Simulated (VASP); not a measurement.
# GaAs in VASP: single point with r2SCAN

Aim: the single point of GaAs with r2SCAN.

Everything below comes from runs of VASP 6.6.1. Logs are shortened: lines on timing, memory, paths and dates and some standing lists are left out, and cuts for length are marked.

## (1) The cell of the first run

The cell holds a wire or tube with vacuum around it, 2 atoms: a = 9.000 Å, b = 9.300 Å, c = 4.417 Å, α = 90.00°, β = 90.00°, γ = 90.00°.

## (2) Single point, r2SCAN, collinear spin

POSCAR reads:

```
GaAs
1.0
    9.0000000000      0.0000000000      0.0000000000
    0.0000000000      9.3000000000      0.0000000000
    0.0000000000      0.0000000000      4.4165275310
Ga As
1 1
Direct
    0.5000000000      0.5000000000      0.0000000000
    0.5000000000      0.5000000000      0.4650000000
```

INCAR.step1 reads:

```
PREC = Accurate
ENCUT = 520
ISMEAR = 0
SIGMA = 0.05
LREAL = F
LASPH = T
NELM = 150
ISPIN = 2
MAGMOM = 0.5 0.5
NBANDS = 20
GGA = PE
ALGO = Normal
EDIFF = 1E-4
LWAVE = T
LCHARG = F
```

INCAR.step2 reads:

```
PREC = Accurate
ENCUT = 520
EDIFF = 1E-6
ISMEAR = 0
SIGMA = 0.05
LREAL = F
LASPH = T
NELM = 150
ALGO = Normal
ISIF = 2
LWAVE = F
LCHARG = F
ISPIN = 2
MAGMOM = 0.5 0.5
LORBIT = 11
METAGGA = R2SCAN
LMIXTAU = T
NBANDS = 20
ISTART = 1
```

KPOINTS reads:

```
regular mesh
0
Gamma
  1 1 15
```

Potentials or basis: VASP PAW PBE potentials, release 64 (Ga_d, As).

Started as:

```bash
$ cat potpaw_PBE.64/Ga_d/POTCAR potpaw_PBE.64/As/POTCAR > POTCAR
$ cp INCAR.step1 INCAR
$ mpirun -np 1 vasp_std > vasp.out
$ cp INCAR.step2 INCAR
$ mpirun -np 1 vasp_std > vasp.out
```

OUTCAR:

```text
PREC = Accurate
   ENCUT = 520
   EDIFF = 1E-6
   ISMEAR = 0
   LREAL = F
   LASPH = T
   NELM = 150
   ISIF = 2
   ISPIN = 2
   LORBIT = 11
   METAGGA = R2SCAN
   ISTART = 1

 ion  position               nearest neighbor table
   1  0.500  0.500  0.000-   2 2.05   2 2.36
   2  0.500  0.500  0.465-   1 2.05   1 2.36

  LATTYP: Found a simple orthorhombic cell.
 ALAT       =     4.4165275310
 B/A-ratio  =     2.0378000447
 C/A-ratio  =     2.1057267128

  Lattice vectors:

 A1 = (   0.0000000000,   0.0000000000,   4.4165275310)
 A2 = (   9.0000000000,   0.0000000000,   0.0000000000)
 A3 = (   0.0000000000,   9.3000000000,   0.0000000000)

Analysis of symmetry for initial positions (statically):
=====================================================================
 Subroutine PRICEL returns:
 Original cell was already a primitive cell.

 Routine SETGRP: Setting up the symmetry group for a
 simple orthorhombic supercell.

 Subroutine GETGRP returns: Found  4 space group operations
 (whereof  4 operations were pure point group operations)
 out of a pool of  8 trial point group operations.

The static configuration has the point symmetry C_2v.

Analysis of symmetry for dynamics (positions and initial velocities):
=====================================================================
 Subroutine PRICEL returns:
 Original cell was already a primitive cell.

 Routine SETGRP: Setting up the symmetry group for a
 simple orthorhombic supercell.

 Subroutine GETGRP returns: Found  4 space group operations
 (whereof  4 operations were pure point group operations)
 out of a pool of  8 trial point group operations.

The dynamic configuration has the point symmetry C_2v.

Analysis of structural, dynamic, and magnetic symmetry:
=====================================================================
 Subroutine PRICEL returns:
 Original cell was already a primitive cell.

 Routine SETGRP: Setting up the symmetry group for a
 simple orthorhombic supercell.

 Subroutine GETGRP returns: Found  4 space group operations
 (whereof  4 operations were pure point group operations)
 out of a pool of  8 trial point group operations.

The overall configuration has the point symmetry C_2v.

 Subroutine INISYM returns: Found  4 space group operations
 (whereof  4 operations are pure point group operations),
 and found     1 'primitive' translations

----------------------------------------------------------------------------------------

                                     Primitive cell

  volume of cell :     369.6634

  direct lattice vectors                    reciprocal lattice vectors
     9.000000000  0.000000000  0.000000000     0.111111111  0.000000000  0.000000000
     0.000000000  9.300000000  0.000000000     0.000000000  0.107526882  0.000000000
     0.000000000  0.000000000  4.416527531     0.000000000  0.000000000  0.226422227

  length of vectors
     9.000000000  9.300000000  4.416527531     0.111111111  0.107526882  0.226422227

  position of ions in fractional coordinates (direct lattice)
     0.500000000  0.500000000  0.000000000
     0.500000000  0.500000000  0.465000000

  ion indices of the primitive-cell ions
   primitive index   ion index
                 1           1
                 2           2

----------------------------------------------------------------------------------------

 KPOINTS: regular mesh

Automatic generation of k-mesh.
 Grid dimensions read from file:
 generate k-points for:    1    1   15

 Generating k-lattice:

  Cartesian coordinates                     Fractional coordinates (reciprocal lattice)
     0.111111111  0.000000000  0.000000000     1.000000000  0.000000000  0.000000000
     0.000000000  0.107526882  0.000000000     0.000000000  1.000000000  0.000000000
     0.000000000  0.000000000  0.015094815     0.000000000  0.000000000  0.066666667

  Length of vectors
     0.111111111  0.107526882  0.015094815

  Shift w.r.t. Gamma in fractional coordinates (k-lattice)
     0.000000000  0.000000000  0.000000000

 Subroutine IBZKPT returns following result:
 ===========================================

 Found      8 irreducible k-points:

 Following reciprocal coordinates:
            Coordinates               Weight
  0.000000  0.000000  0.000000      1.000000
  0.000000  0.000000  0.066667      2.000000
  0.000000  0.000000  0.133333      2.000000
  0.000000  0.000000  0.200000      2.000000
  0.000000  0.000000  0.266667      2.000000
  0.000000  0.000000  0.333333      2.000000
  0.000000  0.000000  0.400000      2.000000
  0.000000  0.000000  0.466667      2.000000
   k-points           NKPTS =      8   k-points in BZ     NKDIM =      8   number of bands    NBANDS=     20
   number of dos      NEDOS =    301   number of ions     NIONS =      2
   total plane-waves  NPLWV = 176400
   dimension x,y,z NGX =    70 NGY =   70 NGZ =   36
   dimension x,y,z NGXF=   140 NGYF=  140 NGZF=   72
   ions per type =               1   1
   NGX,Y,Z   is equivalent  to a cutoff of  12.93, 12.51, 13.55 a.u.
   NGXF,Y,Z  is equivalent  to a cutoff of  25.86, 25.03, 27.10 a.u.
 SYSTEM =  unknown system
   PREC   = accura    normal or accurate (medium, high low for compatibility)
   ISTART =      1    job   : 0-new  1-cont  2-samecut
   ICHARG =      0    charge: 1-file 2-atom 10-const
   ISPIN  =      2    spin polarized calculation?
   LNONCOLLINEAR =      F non collinear calculations
   LSORBIT =      F    spin-orbit coupling
   LASPH  =      T    aspherical Exc in radial PAW
   ENCUT  =  520.0 eV  38.22 Ry    6.18 a.u.  16.73 17.29  8.21*2*pi/ulx,y,z
   NELM   =    150;   NELMIN=  2; NELMDL=  0     # of ELM steps
   EDIFF  = 0.1E-05   stopping-criterion for ELM
   LREAL  =      F    real-space projection
   EDIFFG = 0.1E-04   stopping-criterion for IOM
   NSW    =      0    number of steps for IOM
   IBRION =     -1    ionic relax: 0-MD 1-quasi-New 2-CG
   NFREE  =      0    steps in history (QN), initial steepest desc. (CG)
   ISIF   =      2    stress and relaxation
   ISYM   =      2    0-nonsym 1-usesym 2-fastsym
   POTIM  = 0.5000    time-step for ionic-motion
   TEBEG  =    0.0;   TEEND  =   0.0 temperature during run
   PSTRESS=    0.0 pullay stress
   NELECT =      18.0000    total number of electrons
   NUPDOWN=      -1.0000    fix difference up-down
   EMIN   =  10.00;   EMAX   =-10.00  energy-range for DOS
   EFERMI =   0.00;   METHOD = LEGACY
   ISMEAR =     0;   SIGMA  =   0.05  broadening in eV -4-tet -1-fermi 0-gaus
   EFERMI_NEDOS =   21; number of points for ismear=-14 and -15
   IALGO  =     38    algorithm
   IMIX   =      4    mixing-type and parameters
     AMIX     =   0.40;   BMIX     =  1.00
     AMIX_MAG =   1.60;   BMIX_MAG =  1.00
  volume/ion in A,a.u.               =     184.83      1247.31
  Fermi-wavevector in a.u.,A,eV,Ry     =   0.597810  1.129698  4.862415  0.357377
  Thomas-Fermi vector in A             =   1.648677
   LORBIT       =     11    0 simple, 1 ext, 2 COOP (PROOUT), +10 PAW based schemes
   METAGGA = R2SCAN    functional components
   LHFCALC =     F    Hartree Fock is set to
   AEXX    =    0.0000 exact exchange contribution
   IVDW    =     0    specifies the selected vdW correction
   LEPSILON=     F    determine dielectric tensor
   LRPA    =     F    only Hartree local field effects (RPA)
 spin polarized calculation
 Gauss-broadening in eV      SIGMA  =   0.05
  energy-cutoff  :      520.00
  volume of cell :      369.66
 maximum number of plane-waves:      9981
 NGX is ok and might be reduce to    70
   NGX = 33   NGY = 35   NGZ = 17

 number of electron      17.9999999 magnetization       0.4002987

 Free energy of the ion-electron system (eV)
  ---------------------------------------------------
  ext. energy  EPLUGINS =         0.00000000
  ---------------------------------------------------
  free energy    TOTEN  =       -23.39967729 eV

  energy without entropy =      -23.39592215  energy(sigma->0) =      -23.39779972

 E-fermi :  -4.4166     XC(G=0):  -2.0999

 val. band max:       -4.4185892603   @ k =   0.0000   0.0000   0.4000
 cond. band min:      -4.4145537543   @ k =   0.0000   0.0000   0.4000
 fundamental gap:      0.0040355060
 Fermi energy:        -4.4165715074

 spin component 1

 k-point     1 :       0.0000    0.0000    0.0000
  band No.  band energies     occupation
      1     -20.3562      1.00000
      2     -19.8772      1.00000
      3     -19.8767      1.00000
      4     -19.7861      1.00000
      5     -19.7858      1.00000
      6     -15.4727      1.00000
[... 12 lines left out ...]
     19       4.6144      0.00000
     20       4.6976      0.00000

 k-point     2 :       0.0000    0.0000    0.0667
  band No.  band energies     occupation
      1     -20.3498      1.00000
      2     -19.8779      1.00000
      3     -19.8774      1.00000
      4     -19.7861      1.00000
      5     -19.7858      1.00000
      6     -15.4622      1.00000
[... 12 lines left out ...]
     19       4.6313      0.00000
     20       4.7179      0.00000
[... 96 lines left out ...]
      2     -19.8919      1.00000
      3     -19.8913      1.00000
      4     -19.7859      1.00000
      5     -19.7856      1.00000
      6     -15.1892      1.00000
[... 12 lines left out ...]
     19       3.9727      0.00000
     20       4.5399      0.00000

 k-point     8 :       0.0000    0.0000    0.4667
  band No.  band energies     occupation
      1     -20.2043      1.00000
      2     -19.8932      1.00000
      3     -19.8927      1.00000
      4     -19.7859      1.00000
      5     -19.7856      1.00000
      6     -15.1529      1.00000
[... 12 lines left out ...]
     19       4.2868      0.00000
     20       4.4176      0.00000
 Fermi energy:        -4.4165715074

 spin component 2

 k-point     1 :       0.0000    0.0000    0.0000
  band No.  band energies     occupation
      1     -20.3379      1.00000
      2     -19.8648      1.00000
      3     -19.8645      1.00000
      4     -19.7864      1.00000
      5     -19.7861      1.00000
      6     -15.2092      1.00000
[... 12 lines left out ...]
     19       4.6322      0.00000
     20       4.7248      0.00000

 k-point     2 :       0.0000    0.0000    0.0667
  band No.  band energies     occupation
      1     -20.3321      1.00000
      2     -19.8654      1.00000
      3     -19.8652      1.00000
      4     -19.7864      1.00000
      5     -19.7861      1.00000
      6     -15.1958      1.00000
[... 12 lines left out ...]
     19       4.6475      0.00000
     20       4.7396      0.00000
[... 97 lines left out ...]
      3     -19.8786      1.00000
      4     -19.7862      1.00000
      5     -19.7859      1.00000
      6     -14.8379      1.00000
[... 12 lines left out ...]
     19       4.0291      0.00000
     20       4.5822      0.00000

 k-point     8 :       0.0000    0.0000    0.4667
  band No.  band energies     occupation
      1     -20.2028      1.00000
      2     -19.8802      1.00000
      3     -19.8799      1.00000
      4     -19.7862      1.00000
      5     -19.7859      1.00000
      6     -14.7881      1.00000
[... 12 lines left out ...]
     19       4.3538      0.00000
     20       4.4048      0.00000

------------------------ aborting loop because EDIFF is reached ----------------------------------------

  FORCE on cell =-STRESS in cart. coord.  units (eV):
  Direction    XX          YY          ZZ          XY          YZ          ZX
  --------------------------------------------------------------------------------------
  -------------------------------------------------------------------------------------
  Total        0.0332514      0.0400783      5.5479894      0.0000000      0.0000000      0.0000000
  in kB        0.1441168      0.1737053     24.0458317      0.0000000      0.0000000      0.0000000
  external PRESSURE =       8.1212179 kB  Pullay stress =       0.0000000 kB

 VOLUME and BASIS-vectors are now :
 -----------------------------------------------------------------------------
  energy-cutoff  :      520.00
  volume of cell :      369.66
      direct lattice vectors                 reciprocal lattice vectors
     9.000000000  0.000000000  0.000000000     0.111111111  0.000000000  0.000000000
     0.000000000  9.300000000  0.000000000     0.000000000  0.107526882  0.000000000
     0.000000000  0.000000000  4.416527531     0.000000000  0.000000000  0.226422227

 POSITION                                       TOTAL-FORCE (eV/Angst)
 -----------------------------------------------------------------------------------
      4.50000      4.65000      0.00000         0.000000      0.000000     -3.816457
      4.50000      4.65000      2.05369         0.000000      0.000000      3.816457
 -----------------------------------------------------------------------------------
    total drift:                                0.000000      0.000000      0.005220

  FREE ENERGIE OF THE ION-ELECTRON SYSTEM (eV)
  ---------------------------------------------------
  free  energy   TOTEN  =       -23.3996772903 eV

  energy  without entropy=      -23.3959221467  energy(sigma->0) =      -23.39779972

 total charge

# of ion       s       p       d       tot
------------------------------------------
    1        0.991   0.690   9.979  11.661
    2        1.237   1.597   0.026   2.860
--------------------------------------------------
tot          2.228   2.288  10.005  14.521

 magnetization (x)

# of ion       s       p       d       tot
------------------------------------------
    1       -0.005  -0.023   0.014  -0.014
    2        0.007   0.193  -0.000   0.199
--------------------------------------------------
tot          0.002   0.170   0.014   0.185
```

Wall time 5.9 min (1 thread of Intel Xeon 6975P-C (Granite Rapids), shared host); peak memory 0.68 GiB.

What came out:

```
Free energy                                           : -23.3997 eV
Largest force                                         : 3.816 eV/Å
Net moment                                            : 0.40 μB per cell
Site moments                                          : Ga -0.01; As +0.20 μB
Valence electrons inside the program's atomic spheres : Ga 11.66; As 2.86
```

Forces on the atoms (eV/Å):
```
Ga   0.000  0.000 -3.816
As   0.000  0.000  3.816
```

Caveat: a moment this small can come from the mesh or the smearing; the PAW data sets were made with another functional, which shifts forces and pressure a little.
